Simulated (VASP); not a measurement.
# BaTe (Fm-3m) in VASP: single point with PBE

Aim: the single point of BaTe with PBE.

Everything below comes from runs of VASP 6.6.1. Logs are shortened: lines on timing, memory, paths and dates and some standing lists are left out, and cuts for length are marked.

**1. The cell of the first run**

Symmetry: Fm-3m, No. 225, cubic system. The conventional cell has a = 7.065 Å, b = 7.065 Å, c = 7.065 Å, α = 90.00°, β = 90.00°, γ = 90.00°. Within 4.6 Å of Ba (site symmetry m-3m) lie 6 Te at 3.53 Å. Within 4.6 Å of Te (site symmetry m-3m) lie 6 Ba at 3.53 Å.

**2. Single point, PBE**

INCAR

```
ALGO = Normal
EDIFF = 1E-6
ENCUT = 500
GGA = PE
GGA_COMPAT = False
ISIF = 2
ISMEAR = -1
LASPH = True
LCHARG = False
LREAL = False
LWAVE = False
NBANDS = 15
NELM = 120
PREC = Accurate
SIGMA = 0.001
```

KPOINTS

```
k-points
0
Gamma
  4 4 4
```

POSCAR

```
BaTe
1.0
    0.0000000000      3.5323793130      3.5323793130
    3.5323793130      0.0000000000      3.5323793130
    3.5323793130      3.5323793130      0.0000000000
Ba Te
1 1
Direct
    0.0000000000      0.0000000000      0.0000000000
    0.5000000000      0.5000000000      0.5000000000
```

Potentials or basis: VASP PAW PBE potentials, release 64 (Ba_sv, Te).

Launch:

```sh
cat potpaw_PBE.64/Ba_sv/POTCAR potpaw_PBE.64/Te/POTCAR > POTCAR
mpirun -np 1 vasp_std > vasp.out
```

OUTCAR:

```text
EDIFF = 1E-6
   ENCUT = 500
   GGA = PE
   ISIF = 2
   ISMEAR = -1
   LASPH = True
   LREAL = False
   NELM = 120
   PREC = Accurate

 ion  position               nearest neighbor table
   1  0.000  0.000  0.000-   2 3.53   2 3.53   2 3.53   2 3.53   2 3.53   2 3.53
   2  0.500  0.500  0.500-   1 3.53   1 3.53   1 3.53   1 3.53   1 3.53   1 3.53

  LATTYP: Found a face centered cubic cell.
 ALAT       =     7.0647586260

  Lattice vectors:

 A1 = (   0.0000000000,   3.5323793130,   3.5323793130)
 A2 = (   3.5323793130,   0.0000000000,   3.5323793130)
 A3 = (   3.5323793130,   3.5323793130,   0.0000000000)

Analysis of symmetry for initial positions (statically):
=====================================================================
 Subroutine PRICEL returns:
 Original cell was already a primitive cell.

 Routine SETGRP: Setting up the symmetry group for a
 face centered cubic supercell.

 Subroutine GETGRP returns: Found 48 space group operations
 (whereof 48 operations were pure point group operations)
 out of a pool of 48 trial point group operations.

The static configuration has the point symmetry O_h .

Analysis of symmetry for dynamics (positions and initial velocities):
=====================================================================
 Subroutine PRICEL returns:
 Original cell was already a primitive cell.

 Routine SETGRP: Setting up the symmetry group for a
 face centered cubic supercell.

 Subroutine GETGRP returns: Found 48 space group operations
 (whereof 48 operations were pure point group operations)
 out of a pool of 48 trial point group operations.

The dynamic configuration has the point symmetry O_h .

 Subroutine INISYM returns: Found 48 space group operations
 (whereof 48 operations are pure point group operations),
 and found     1 'primitive' translations

----------------------------------------------------------------------------------------

                                     Primitive cell

  volume of cell :      88.1520

  direct lattice vectors                    reciprocal lattice vectors
     0.000000000  3.532379313  3.532379313    -0.141547653  0.141547653  0.141547653
     3.532379313  0.000000000  3.532379313     0.141547653 -0.141547653  0.141547653
     3.532379313  3.532379313  0.000000000     0.141547653  0.141547653 -0.141547653

  length of vectors
     4.995538732  4.995538732  4.995538732     0.245167726  0.245167726  0.245167726

  position of ions in fractional coordinates (direct lattice)
     0.000000000  0.000000000  0.000000000
     0.500000000  0.500000000  0.500000000

  ion indices of the primitive-cell ions
   primitive index   ion index
                 1           1
                 2           2

----------------------------------------------------------------------------------------

 KPOINTS: k-points

Automatic generation of k-mesh.
 Grid dimensions read from file:
 generate k-points for:    4    4    4

 Generating k-lattice:

  Cartesian coordinates                     Fractional coordinates (reciprocal lattice)
    -0.035386913  0.035386913  0.035386913     0.250000000  0.000000000  0.000000000
     0.035386913 -0.035386913  0.035386913     0.000000000  0.250000000  0.000000000
     0.035386913  0.035386913 -0.035386913     0.000000000  0.000000000  0.250000000

  Length of vectors
     0.061291932  0.061291932  0.061291932

  Shift w.r.t. Gamma in fractional coordinates (k-lattice)
     0.000000000  0.000000000  0.000000000

 Subroutine IBZKPT returns following result:
 ===========================================

 Found      8 irreducible k-points:

 Following reciprocal coordinates:
            Coordinates               Weight
  0.000000  0.000000  0.000000      1.000000
  0.250000  0.000000  0.000000      8.000000
  0.500000  0.000000  0.000000      4.000000
  0.250000  0.250000  0.000000      6.000000
  0.500000  0.250000  0.000000     24.000000
 -0.250000  0.250000  0.000000     12.000000
  0.500000  0.500000  0.000000      3.000000
 -0.250000  0.500000  0.250000      6.000000
   k-points           NKPTS =      8   k-points in BZ     NKDIM =      8   number of bands    NBANDS=     15
   number of dos      NEDOS =    301   number of ions     NIONS =      2
   total plane-waves  NPLWV =  46656
   dimension x,y,z NGX =    36 NGY =   36 NGZ =   36
   dimension x,y,z NGXF=    72 NGYF=   72 NGZF=   72
   ions per type =               1   1
   NGX,Y,Z   is equivalent  to a cutoff of  11.98, 11.98, 11.98 a.u.
   NGXF,Y,Z  is equivalent  to a cutoff of  23.96, 23.96, 23.96 a.u.
 SYSTEM =  unknown system
   PREC   = accura    normal or accurate (medium, high low for compatibility)
   ISTART =      0    job   : 0-new  1-cont  2-samecut
   ICHARG =      2    charge: 1-file 2-atom 10-const
   ISPIN  =      1    spin polarized calculation?
   LNONCOLLINEAR =      F non collinear calculations
   LSORBIT =      F    spin-orbit coupling
   LASPH  =      T    aspherical Exc in radial PAW
   ENCUT  =  500.0 eV  36.75 Ry    6.06 a.u.   9.11  9.11  9.11*2*pi/ulx,y,z
   NELM   =    120;   NELMIN=  2; NELMDL= -5     # of ELM steps
   EDIFF  = 0.1E-05   stopping-criterion for ELM
   LREAL  =      F    real-space projection
   EDIFFG = 0.1E-04   stopping-criterion for IOM
   NSW    =      0    number of steps for IOM
   IBRION =     -1    ionic relax: 0-MD 1-quasi-New 2-CG
   NFREE  =      0    steps in history (QN), initial steepest desc. (CG)
   ISIF   =      2    stress and relaxation
   ISYM   =      2    0-nonsym 1-usesym 2-fastsym
   POTIM  = 0.5000    time-step for ionic-motion
   TEBEG  =    0.0;   TEEND  =   0.0 temperature during run
   PSTRESS=    0.0 pullay stress
   NELECT =      16.0000    total number of electrons
   NUPDOWN=      -1.0000    fix difference up-down
   EMIN   =  10.00;   EMAX   =-10.00  energy-range for DOS
   EFERMI =   0.00;   METHOD = LEGACY
   ISMEAR =    -1;   SIGMA  =   0.00  broadening in eV -4-tet -1-fermi 0-gaus
   EFERMI_NEDOS =   21; number of points for ismear=-14 and -15
   IALGO  =     38    algorithm
   IMIX   =      4    mixing-type and parameters
     AMIX     =   0.40;   BMIX     =  1.00
     AMIX_MAG =   1.60;   BMIX_MAG =  1.00
  volume/ion in A,a.u.               =      44.08       297.44
  Fermi-wavevector in a.u.,A,eV,Ry     =   0.926910  1.751606 11.689607  0.859162
  Thomas-Fermi vector in A             =   2.052923
   LORBIT       =      0    0 simple, 1 ext, 2 COOP (PROOUT), +10 PAW based schemes
   GGA     = PE    functional components
   LHFCALC =     F    Hartree Fock is set to
   AEXX    =    0.0000 exact exchange contribution
   IVDW    =     0    specifies the selected vdW correction
   LEPSILON=     F    determine dielectric tensor
   LRPA    =     F    only Hartree local field effects (RPA)
 non-spin polarized calculation
  energy-cutoff  :      500.00
  volume of cell :       88.15
 maximum number of plane-waves:      2252
   NGX = 19   NGY = 19   NGZ = 19

 number of electron      16.0000000 magnetization

 Free energy of the ion-electron system (eV)
  ---------------------------------------------------
  ext. energy  EPLUGINS =         0.00000000
  ---------------------------------------------------
  free energy    TOTEN  =        -8.61970541 eV

  energy without entropy =       -8.61970541  energy(sigma->0) =       -8.61970541

 E-fermi :   2.2146     XC(G=0):  -8.1332

 val. band max:        2.1131270624   @ k =   0.0000   0.0000   0.0000
 cond. band min:       3.6848519328   @ k =   0.5000   0.5000   0.0000
 fundamental gap:      1.5717248704
 Fermi energy:         2.2145640463

 k-point     1 :       0.0000    0.0000    0.0000
  band No.  band energies     occupation
      1     -24.9910      2.00000
      2     -10.1352      2.00000
      3     -10.1352      2.00000
      4     -10.1352      2.00000
      5      -7.3657      2.00000
      6       2.1131      2.00000
      7       2.1131      2.00000
      8       2.1131      2.00000
      9       4.9141      0.00000
     10       5.0477      0.00000
     11       5.0477      0.00000
     12       5.0477      0.00000
     13       5.6353      0.00000
     14       5.6353      0.00000
     15       9.0932      0.00000

 k-point     2 :       0.2500    0.0000    0.0000
  band No.  band energies     occupation
      1     -24.9854      2.00000
      2     -10.3321      2.00000
      3     -10.1407      2.00000
      4     -10.1407      2.00000
      5      -7.0291      2.00000
      6       0.7882      2.00000
      7       1.4749      2.00000
      8       1.4749      2.00000
      9       5.2191      0.00000
     10       5.7392      0.00000
     11       5.7392      0.00000
     12       6.8084      0.00000
     13       7.1066      0.00000
     14       7.1066      0.00000
     15      10.2745      0.00000

 k-point     3 :       0.5000    0.0000    0.0000
  band No.  band energies     occupation
      1     -24.9798      2.00000
      2     -10.4997      2.00000
      3     -10.1461      2.00000
      4     -10.1461      2.00000
      5      -6.7061      2.00000
      6      -0.0518      2.00000
      7       1.0367      2.00000
      8       1.0367      2.00000
      9       6.2628      0.00000
     10       6.7947      0.00000
     11       6.9328      0.00000
     12       6.9328      0.00000
     13       8.9948      0.00000
     14       8.9948      0.00000
     15       9.3891      0.00000
[... 55 lines left out ...]
 k-point     7 :       0.5000    0.5000    0.0000
  band No.  band energies     occupation
      1     -24.9761      2.00000
      2     -10.3203      2.00000
      3     -10.2095      2.00000
      4     -10.2095      2.00000
      5      -7.1661      2.00000
      6       0.9875      2.00000
      7       1.7299      2.00000
      8       1.7299      2.00000
      9       3.6849      0.00000
     10       6.4888      0.00000
     11       6.6339      0.00000
     12       7.5720      0.00000
     13       7.7480      0.00000
     14       7.7480      0.00000
     15       9.8103      0.00000

 k-point     8 :      -0.2500    0.5000    0.2500
  band No.  band energies     occupation
      1     -24.9761      2.00000
      2     -10.2650      2.00000
      3     -10.2650      2.00000
      4     -10.2650      2.00000
      5      -6.9889      2.00000
      6       0.8802      2.00000
      7       1.1819      2.00000
      8       1.1819      2.00000
      9       5.6113      0.00000
     10       5.6113      0.00000
     11       6.8478      0.00000
     12       7.1314      0.00000
     13       7.7589      0.00000
     14      10.0278      0.00000
     15      10.1581      0.00000

------------------------ aborting loop because EDIFF is reached ----------------------------------------

  FORCE on cell =-STRESS in cart. coord.  units (eV):
  Direction    XX          YY          ZZ          XY          YZ          ZX
  --------------------------------------------------------------------------------------
  -------------------------------------------------------------------------------------
  Total        0.1938261      0.1938261      0.1938261      0.0000000      0.0000000      0.0000000
  in kB        3.5228224      3.5228224      3.5228224      0.0000000      0.0000000      0.0000000
  external PRESSURE =       3.5228224 kB  Pullay stress =       0.0000000 kB

 VOLUME and BASIS-vectors are now :
 -----------------------------------------------------------------------------
  energy-cutoff  :      500.00
  volume of cell :       88.15
      direct lattice vectors                 reciprocal lattice vectors
     0.000000000  3.532379313  3.532379313    -0.141547653  0.141547653  0.141547653
     3.532379313  0.000000000  3.532379313     0.141547653 -0.141547653  0.141547653
     3.532379313  3.532379313  0.000000000     0.141547653  0.141547653 -0.141547653

 POSITION                                       TOTAL-FORCE (eV/Angst)
 -----------------------------------------------------------------------------------
      0.00000      0.00000      0.00000         0.000000      0.000000     -0.000000
      3.53238      3.53238      3.53238         0.000000      0.000000      0.000000
 -----------------------------------------------------------------------------------
    total drift:                                0.000000      0.000000      0.000000

  FREE ENERGIE OF THE ION-ELECTRON SYSTEM (eV)
  ---------------------------------------------------
  free  energy   TOTEN  =        -8.6197054103 eV

  energy  without entropy=       -8.6197054103  energy(sigma->0) =       -8.61970541
```

Wall time 7 s (1 thread of Intel Xeon Platinum 8559C (Emerald Rapids), shared host); peak memory 0.2 GiB.

Results:

- Free energy: -8.6197 eV
- Pressure: 0.4 GPa
- Band gap on the k mesh: 1.57 eV, indirect (least direct gap 1.96 eV)

Caveat: spin-orbit coupling is left out, which moves the levels of the heavy elements. A k mesh can miss the band edges.
